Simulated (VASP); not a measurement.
# NaI (rocksalt type) in VASP: further runs, part 2 of 2

VASP 6.6.1. Earlier steps stand in the parts before.

### Step 3. Electric field gradients, PBE (equal xy, yz and zx shear strains of -1 %)

Input file INCAR:

```
SYSTEM = NaI
PREC = Accurate ; ENCUT = 520
EDIFF = 1E-8 ; ISMEAR = -1
SIGMA = 0.08 ; LREAL = .FALSE.
LASPH = .TRUE. ; NELM = 100
ALGO = Normal ; ISIF = 2
LWAVE = .FALSE. ; LCHARG = .FALSE.
GGA = PE ; LEFG = .TRUE.
NBANDS = 14
```

Input file KPOINTS:

```
regular mesh
0
G
  11 11 11
  0 0 0
```

Input file POSCAR:

```
NaI
1.0
   -0.0326423896      3.2479177601      3.2479177601
    3.2479177601     -0.0326423896      3.2479177601
    3.2479177601      3.2479177601     -0.0326423896
Na I
1 1
Direct
    0.0000000000      0.0000000000      0.0000000000
    0.5000000000      0.5000000000      0.5000000000
```

Potentials or basis: VASP PAW PBE potentials, release 64 (Na_pv, I).

Run with:

```
> cat potpaw_PBE.64/Na_pv/POTCAR potpaw_PBE.64/I/POTCAR > POTCAR
> mpirun -np 1 vasp_std > vasp.out
```

OUTCAR:

```text
SYSTEM = NaI
   PREC = Accurate
   ENCUT = 520
   EDIFF = 1E-8
   ISMEAR = -1
   LREAL = .FALSE.
   LASPH = .TRUE.
   NELM = 100
   ISIF = 2
   GGA = PE

 ion  position               nearest neighbor table
   1  0.000  0.000  0.000-
   2  0.500  0.500  0.500-

  LATTYP: Found a trigonal (rhomboedric) cell.
 ALAT       =     4.5933653326
 COS(alpha) =     0.4899250057

  Lattice vectors:

 A1 = (  -0.0326423896,   3.2479177601,   3.2479177601)
 A2 = (   3.2479177601,  -0.0326423896,   3.2479177601)
 A3 = (   3.2479177601,   3.2479177601,  -0.0326423896)

Analysis of symmetry for initial positions (statically):
=====================================================================
 Subroutine PRICEL returns:
 Original cell was already a primitive cell.

 Routine SETGRP: Setting up the symmetry group for a
 trigonal (rhombohedral) supercell.

 Subroutine GETGRP returns: Found 12 space group operations
 (whereof 12 operations were pure point group operations)
 out of a pool of 12 trial point group operations.

The static configuration has the point symmetry D_3d.

Analysis of symmetry for dynamics (positions and initial velocities):
=====================================================================
 Subroutine PRICEL returns:
 Original cell was already a primitive cell.

 Routine SETGRP: Setting up the symmetry group for a
 trigonal (rhombohedral) supercell.

 Subroutine GETGRP returns: Found 12 space group operations
 (whereof 12 operations were pure point group operations)
 out of a pool of 12 trial point group operations.

The dynamic configuration has the point symmetry D_3d.

 Subroutine INISYM returns: Found 12 space group operations
 (whereof 12 operations are pure point group operations),
 and found     1 'primitive' translations

----------------------------------------------------------------------------------------

                                     Primitive cell

  volume of cell :      69.5574

  direct lattice vectors                    reciprocal lattice vectors
    -0.032642390  3.247917760  3.247917760    -0.151643233  0.153182758  0.153182758
     3.247917760 -0.032642390  3.247917760     0.153182758 -0.151643233  0.153182758
     3.247917760  3.247917760 -0.032642390     0.153182758  0.153182758 -0.151643233

  length of vectors
     4.593365333  4.593365333  4.593365333     0.264434463  0.264434463  0.264434463

  position of ions in fractional coordinates (direct lattice)
     0.000000000  0.000000000  0.000000000
     0.500000000  0.500000000  0.500000000

  ion indices of the primitive-cell ions
   primitive index   ion index
                 1           1
                 2           2

----------------------------------------------------------------------------------------

 KPOINTS: regular mesh

Automatic generation of k-mesh.
[... 76 lines left out ...]
   PSTRESS=    0.0 pullay stress
   NELECT =      14.0000    total number of electrons
   NUPDOWN=      -1.0000    fix difference up-down
   EMIN   =  10.00;   EMAX   =-10.00  energy-range for DOS
   EFERMI =   0.00;   METHOD = LEGACY
   ISMEAR =    -1;   SIGMA  =   0.08  broadening in eV -4-tet -1-fermi 0-gaus
   EFERMI_NEDOS =   21; number of points for ismear=-14 and -15
   IALGO  =     38    algorithm
   IMIX   =      4    mixing-type and parameters
     AMIX     =   0.40;   BMIX     =  1.00
     AMIX_MAG =   1.60;   BMIX_MAG =  1.00
  volume/ion in A,a.u.               =      34.78       234.70
  Fermi-wavevector in a.u.,A,eV,Ry     =   0.959408  1.813017 12.523657  0.920463
  Thomas-Fermi vector in A             =   2.088601
   LORBIT       =      0    0 simple, 1 ext, 2 COOP (PROOUT), +10 PAW based schemes
   GGA     = PE    functional components
   LHFCALC =     F    Hartree Fock is set to
   AEXX    =    0.0000 exact exchange contribution
   IVDW    =     0    specifies the selected vdW correction
   LEPSILON=     F    determine dielectric tensor
   LRPA    =     F    only Hartree local field effects (RPA)
 non-spin polarized calculation
  energy-cutoff  :      520.00
  volume of cell :       69.56
 maximum number of plane-waves:      1891
 NGX is ok and might be reduce to    36
   NGX = 17   NGY = 17   NGZ = 17

 number of electron      13.9999995 magnetization

 Free energy of the ion-electron system (eV)
  ---------------------------------------------------
  ext. energy  EPLUGINS =         0.00000000
  ---------------------------------------------------
  free energy    TOTEN  =        -5.38710920 eV

  energy without entropy =       -5.38710920  energy(sigma->0) =       -5.38710920

 E-fermi :   2.4221     XC(G=0):  -7.6019

 val. band max:        0.6735019047   @ k =   0.0000   0.0000   0.0000
 cond. band min:       4.2048444030   @ k =   0.0000   0.0000   0.0000
 fundamental gap:      3.5313424983
 Fermi energy:         2.4220557147

 k-point     1 :       0.0000    0.0000    0.0000
  band No.  band energies     occupation
      1     -21.8405      2.00000
      2     -21.8390      2.00000
      3     -21.8390      2.00000
      4     -10.3215      2.00000
      5       0.6116      2.00000
      6       0.6116      2.00000
      7       0.6735      2.00000
      8       4.2048      0.00000
      9       8.5049      0.00000
     10       8.5049      0.00000
     11       8.6739      0.00000
     12      10.3381      0.00000
     13      10.3381      0.00000
     14      11.0469      0.00000
[... 377 lines left out ...]
      1     -21.8414      2.00000
      2     -21.8411      2.00000
      3     -21.8395      2.00000
      4     -10.1392      2.00000
      5      -0.6885      2.00000
      6       0.0971      2.00000
      7       0.5183      2.00000
      8       6.1155      0.00000
      9       7.7486      0.00000
     10       8.0227      0.00000
     11       8.8149      0.00000
     12       9.4598      0.00000
     13      11.4926      0.00000
     14      12.6524      0.00000

 [... further k-points ...]
[... 5 lines left out ...]
  --------------------------------------------------------------------------------------
  -------------------------------------------------------------------------------------
  Total        0.0071415      0.0071415      0.0071415      0.0298089      0.0298089      0.0298089
  in kB        0.1644959      0.1644959      0.1644959      0.6866158      0.6866158      0.6866158
  external PRESSURE =       0.1644959 kB  Pullay stress =       0.0000000 kB

 VOLUME and BASIS-vectors are now :
 -----------------------------------------------------------------------------
  energy-cutoff  :      520.00
  volume of cell :       69.56
      direct lattice vectors                 reciprocal lattice vectors
    -0.032642390  3.247917760  3.247917760    -0.151643233  0.153182758  0.153182758
     3.247917760 -0.032642390  3.247917760     0.153182758 -0.151643233  0.153182758
     3.247917760  3.247917760 -0.032642390     0.153182758  0.153182758 -0.151643233

 POSITION                                       TOTAL-FORCE (eV/Angst)
 -----------------------------------------------------------------------------------
      0.00000      0.00000      0.00000         0.000000     -0.000000      0.000000
      3.23160      3.23160      3.23160        -0.000000      0.000000     -0.000000
 -----------------------------------------------------------------------------------
    total drift:                                0.000000      0.000000      0.000000

  FREE ENERGIE OF THE ION-ELECTRON SYSTEM (eV)
  ---------------------------------------------------
  free  energy   TOTEN  =        -5.3871092006 eV

  energy  without entropy=       -5.3871092005  energy(sigma->0) =       -5.38710920

 Electric field gradients (V/A^2)
---------------------------------------------------------------------
 ion       V_xx      V_yy      V_zz      V_xy      V_xz      V_yz
---------------------------------------------------------------------
   1       0.000    -0.000     0.000     0.144     0.144     0.144
   2       0.000    -0.000    -0.000    -4.343    -4.343    -4.343
---------------------------------------------------------------------

 Electric field gradients after diagonalization (V/A^2)
 (convention: |V_zz| > |V_xx| > |V_yy|)
----------------------------------------------------------------------
 ion       V_xx      V_yy      V_zz     asymmetry (V_yy - V_xx)/ V_zz
----------------------------------------------------------------------
   1      -0.144    -0.144     0.288       0.000
   2       4.343     4.343    -8.686       0.000
----------------------------------------------------------------------

           NMR quadrupolar parameters

 Cq : quadrupolar parameter    Cq=e*Q*V_zz/h
 eta: asymmetry parameters     (V_yy - V_xx)/ V_zz
 Q  : nuclear electric quadrupole moment in mb (millibarn)
----------------------------------------------------------------------
 ion       Cq(MHz)       eta       Q (mb)
----------------------------------------------------------------------
   1       0.001       0.000       1.000
   2      -0.021       0.000       1.000
----------------------------------------------------------------------
```

OSZICAR:

```text
N       E                     dE             d eps       ncg     rms          rms(c)
DAV:   1     0.836322258586E+02    0.83632E+02   -0.65620E+03  4088   0.889E+02
DAV:   2     0.134718426284E+01   -0.82285E+02   -0.76057E+02  4346   0.219E+02
DAV:   3    -0.529137390957E+01   -0.66386E+01   -0.65969E+01  5360   0.610E+01
DAV:   4    -0.545473129222E+01   -0.16336E+00   -0.16332E+00  5056   0.981E+00
DAV:   5    -0.545863967351E+01   -0.39084E-02   -0.39083E-02  5590   0.149E+00    0.160E+00
DAV:   6    -0.539412854679E+01    0.64511E-01   -0.75007E-02  4958   0.157E+00    0.108E+00
DAV:   7    -0.538493158831E+01    0.91970E-02   -0.67236E-02  5168   0.132E+00    0.612E-01
DAV:   8    -0.538713530159E+01   -0.22037E-02   -0.56668E-03  4820   0.588E-01    0.179E-01
DAV:   9    -0.538709411367E+01    0.41188E-04   -0.21112E-04  4856   0.124E-01    0.429E-02
DAV:  10    -0.538710796810E+01   -0.13854E-04   -0.38727E-05  5000   0.612E-02    0.105E-02
DAV:  11    -0.538710881241E+01   -0.84432E-06   -0.41462E-06  5336   0.190E-02    0.188E-03
DAV:  12    -0.538710913438E+01   -0.32197E-06   -0.56009E-07  4694   0.526E-03    0.101E-03
DAV:  13    -0.538710918618E+01   -0.51794E-07   -0.11867E-08  5450   0.879E-04    0.297E-04
DAV:  14    -0.538710919631E+01   -0.10131E-07   -0.93539E-09  4712   0.603E-04    0.257E-04
DAV:  15    -0.538710920055E+01   -0.42448E-08   -0.52436E-10  2830   0.150E-04
   1 F= -.53871092E+01 E0= -.53871092E+01  d E =-.550197E-10
```

stdout:

```text
POSCAR found type information on POSCAR NaI
 POSCAR found :  2 types and       2 ions
 scaLAPACK will be used
 LDA part: xc-table for (Slater+PW92), standard interpolation
 POSCAR, INCAR and KPOINTS ok, starting setup
 FFT: planning ... GRIDC
 FFT: planning ... GRID_SOFT
 FFT: planning ... GRID
 WAVECAR not read
 entering main loop
ion   1

ion   2
```

It took 3 min on 1 thread of Oxide Virtual Turin-like, shared host; peak memory 0.26 GiB.

Results:

- Free energy: -5.3871 eV
- Pressure: 0.0 GPa
- Band gap on the k mesh: 3.53 eV
- Largest electric field gradient by atom: Na +0.3; I -8.7 V/Å²

Levels at points of the mesh, in eV from the valence-band top:
```csv
k point,band 4,band 5,band 6,band 7,band 8,band 9,band 10,band 11
"(0.00, 0.00, 0.00)",-11.00,-0.06,-0.06,0.00,3.53,7.83,7.83,8.00
```

Electric field gradients, principal values (V/Å²):
| atom | least | middle | greatest (by size) |
| --- | --- | --- | --- |
| 1 Na | -0.144 | -0.144 | 0.288 |
| 2 I | 4.343 | 4.343 | -8.686 |

Caveat: the cell differs from its parent crystal (equal xy, yz and zx shear strains of -1 %); without QUAD_EFG the Cq values of the log hold for a quadrupole moment of 1 mb, not for the nuclei; spin-orbit coupling is left out, which moves the levels of the heavy elements. A k mesh can miss the band edges.

### Step 4. Electric field gradients, PBE (equal xy, yz and zx shear strains of +1.5 %)

Input file INCAR:

```
ALGO     = Normal         # electronic algorithm
EDIFF    = 1E-8           # SCF threshold, eV
ENCUT    = 520            # plane-wave cutoff, eV
GGA      = PE             # functional
ISIF     = 2              # what is computed and relaxed
ISMEAR   = -1             # smearing method
LASPH    = T              # aspherical terms in the spheres
LCHARG   = F              # write CHGCAR
LEFG     = T            
LREAL    = F              # projectors in reciprocal space
LWAVE    = F              # write WAVECAR
NBANDS   = 14             # bands
NELM     = 80             # most SCF steps
PREC     = Accurate       # precision mode
SIGMA    = 0.08           # smearing width, eV
```

Input file KPOINTS:

```
k-points
0
Gamma
  11 11 11
```

Input file POSCAR:

```
NaI
1.0
    0.0489635843      3.2887207471      3.2887207471
    3.2887207471      0.0489635843      3.2887207471
    3.2887207471      3.2887207471      0.0489635843
Na I
1 1
Direct
    0.0000000000      0.0000000000      0.0000000000
    0.5000000000      0.5000000000      0.5000000000
```

Potentials or basis: VASP PAW PBE potentials, release 64 (Na_pv, I).

Run with:

```
> cat potpaw_PBE.64/Na_pv/POTCAR potpaw_PBE.64/I/POTCAR > POTCAR
> mpirun -np 1 vasp_std > vasp.out
```

OUTCAR:

```text
EDIFF = 1E-8
   ENCUT = 520
   GGA = PE
   ISIF = 2
   ISMEAR = -1
   LASPH = T
   LREAL = F
   NELM = 80
   PREC = Accurate

 ion  position               nearest neighbor table
   1  0.000  0.000  0.000-
   2  0.500  0.500  0.500-

  LATTYP: Found a trigonal (rhomboedric) cell.
 ALAT       =     4.6512112119
 COS(alpha) =     0.5148312780

  Lattice vectors:

 A1 = (   0.0489635843,   3.2887207471,   3.2887207471)
 A2 = (   3.2887207471,   0.0489635843,   3.2887207471)
 A3 = (   3.2887207471,   3.2887207471,   0.0489635843)
[... 618 lines left out ...]
  ---------------------------------------------------
  free  energy   TOTEN  =        -5.3865278550 eV

  energy  without entropy=       -5.3865278549  energy(sigma->0) =       -5.38652785

 Electric field gradients (V/A^2)
---------------------------------------------------------------------
 ion       V_xx      V_yy      V_zz      V_xy      V_xz      V_yz
---------------------------------------------------------------------
   1       0.000    -0.000    -0.000    -0.212    -0.212    -0.212
   2       0.000     0.000    -0.000     6.726     6.726     6.726
---------------------------------------------------------------------

 Electric field gradients after diagonalization (V/A^2)
 (convention: |V_zz| > |V_xx| > |V_yy|)
----------------------------------------------------------------------
 ion       V_xx      V_yy      V_zz     asymmetry (V_yy - V_xx)/ V_zz
----------------------------------------------------------------------
   1       0.212     0.212    -0.424       0.000
   2      -6.726    -6.726    13.453       0.000
----------------------------------------------------------------------

           NMR quadrupolar parameters

 Cq : quadrupolar parameter    Cq=e*Q*V_zz/h
 eta: asymmetry parameters     (V_yy - V_xx)/ V_zz
 Q  : nuclear electric quadrupole moment in mb (millibarn)
----------------------------------------------------------------------
 ion       Cq(MHz)       eta       Q (mb)
----------------------------------------------------------------------
   1      -0.001       0.000       1.000
   2       0.033       0.000       1.000
----------------------------------------------------------------------
```

OSZICAR:

```text
N       E                     dE             d eps       ncg     rms          rms(c)
DAV:   1     0.824931088107E+02    0.82493E+02   -0.65653E+03  4094   0.889E+02
DAV:   2     0.126985927907E+01   -0.81223E+02   -0.75634E+02  4318   0.216E+02
DAV:   3    -0.529299620187E+01   -0.65629E+01   -0.65212E+01  5318   0.601E+01
DAV:   4    -0.545418360568E+01   -0.16119E+00   -0.16115E+00  5124   0.972E+00
DAV:   5    -0.545817015445E+01   -0.39865E-02   -0.39865E-02  5586   0.148E+00    0.160E+00
DAV:   6    -0.539357869363E+01    0.64591E-01   -0.75059E-02  4982   0.157E+00    0.108E+00
DAV:   7    -0.538435139701E+01    0.92273E-02   -0.67276E-02  5192   0.132E+00    0.612E-01
DAV:   8    -0.538655378418E+01   -0.22024E-02   -0.56997E-03  4844   0.589E-01    0.181E-01
DAV:   9    -0.538651252562E+01    0.41259E-04   -0.21469E-04  4856   0.125E-01    0.429E-02
DAV:  10    -0.538652659949E+01   -0.14074E-04   -0.38930E-05  5090   0.613E-02    0.104E-02
DAV:  11    -0.538652746466E+01   -0.86517E-06   -0.41213E-06  5336   0.189E-02    0.189E-03
DAV:  12    -0.538652779334E+01   -0.32867E-06   -0.56624E-07  4736   0.534E-03    0.100E-03
DAV:  13    -0.538652784579E+01   -0.52451E-07   -0.12195E-08  5420   0.863E-04    0.282E-04
DAV:  14    -0.538652785500E+01   -0.92091E-08   -0.90310E-09  4706   0.588E-04
   1 F= -.53865279E+01 E0= -.53865279E+01  d E =-.585441E-10
```

Run time: 2.5 min. Hardware: 1 thread of Oxide Virtual Turin-like, shared host; peak memory 0.26 GiB.

Results:

- Free energy: -5.3865 eV
- Pressure: 0.0 GPa
- Band gap on the k mesh: 3.54 eV
- Largest electric field gradient by atom: Na -0.4; I +13.5 V/Å²

Electric field gradients, principal values (V/Å²):
```csv
atom,least,middle,greatest (by size)
1 Na,0.212,0.212,-0.424
2 I,-6.726,-6.726,13.453
```

Caveat: the cell differs from its parent crystal (equal xy, yz and zx shear strains of +1.5 %); without QUAD_EFG the Cq values of the log hold for a quadrupole moment of 1 mb, not for the nuclei; spin-orbit coupling is left out, which moves the levels of the heavy elements. A k mesh can miss the band edges.

### Step 5. The runs side by side

| cell | gap on the mesh (eV) | pressure (GPa) |
| --- | --- | --- |
| a = 4.616 Å, angles 60.0°, 2 atoms, atomic positions A | 3.58 | 0.0 |
| a = 4.593 Å, angles 60.7°, 2 atoms, atomic positions B | 3.53 | 0.0 |
| a = 4.651 Å, angles 59.0°, 2 atoms, atomic positions B | 3.54 | 0.0 |

Alike in all rows: task electric field gradients; level PBE; potentials or basis VASP PAW PBE potentials, release 64 (Na_pv, I); no spin polarisation; k mesh 11 × 11 × 11; cutoff (eV) 520; smearing fermi-dirac 0.08 eV.

Caveats: spin-orbit coupling is left out, which moves the levels of the heavy elements.

Total energies depend on the potentials used, so only differences within one code and one set of settings carry meaning.
